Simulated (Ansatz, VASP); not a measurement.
## TaN: VASP beside Ansatz

The input INCAR:

```
ALGO = Normal
EDIFF = 1E-8
ENCUT = 520
GGA = CA
ISIF = 2
ISMEAR = -1
LASPH = T
LCHARG = F
LEFG = T
LREAL = F
LWAVE = F
NBANDS = 15
NELM = 60
PREC = Accurate
SIGMA = 0.02
```

KPOINTS

```
k-points
0
Gamma
  12 12 10
```

File POSCAR:

```
TaN
1.0
    2.9281727019      0.0000000000      0.0000000000
   -1.4640863509      2.5358719465      0.0000000000
    0.0000000000      0.0000000000      2.8733577875
Ta N
1 1
Direct
    0.3333333333      0.6666666667      0.5000000000
    0.0000000000      0.0000000000      0.0000000000
```

Input for Ansatz:

```yaml
crystal:
  lattice:
    - [2.9281727019, 0.0, 0.0]
    - [-1.4640863509, 2.5358719465, 0.0]
    - [0.0, 0.0, 2.8733577875]
  atoms:
    - { symbol: Ta, position: [0.3333333333, 0.6666666667, 0.5] }
    - { symbol: "N", position: [0.0, 0.0, 0.0] }
kpoints:
  mp_grid: { grid: [12, 12, 10] }
scf:
  occupations: { method: fermi_dirac, width: 0.02 }
hamiltonian:
  xc: lda
  pseudopotentials: { kind: all_electron, datasets: crystal }
output:
  forces: true
  stress: true
  eigenvalues: true
  efg: { contact_densities: true }
```

Change from the starting cell: volume scaled by 0.99, crystal datasets.

Alike in both runs: task electric field gradients; functional LDA; k mesh 12 × 12 × 10; occupations fermi-dirac, width 0.02 eV; no spin polarisation.

|  | VASP | Ansatz |
| --- | --- | --- |
| version | VASP 6.6.1 | Ansatz 0.2.0 |
| potentials or method | VASP PAW LDA potentials, release 64 (Ta_pv, N), cutoff 520 eV | all-electron PAW with datasets made for the crystal, scalar-relativistic |

```csv
,VASP,Ansatz,Ansatz less VASP
pressure (GPa),-6.3,-8.1,-1.81
"traceless stress, the component that is largest in VASP (GPa)",-0.63,-0.80,-0.162
size of Vzz on the site where it differs most (V/Å²),16.8,56.8,+40.00
```

LDA's correlation is that of Perdew and Zunger in VASP and of Perdew and Wang (1992) in Ansatz. Ansatz ran all-electron here, and VASP with PAW potentials.

Spin-orbit coupling is off throughout.
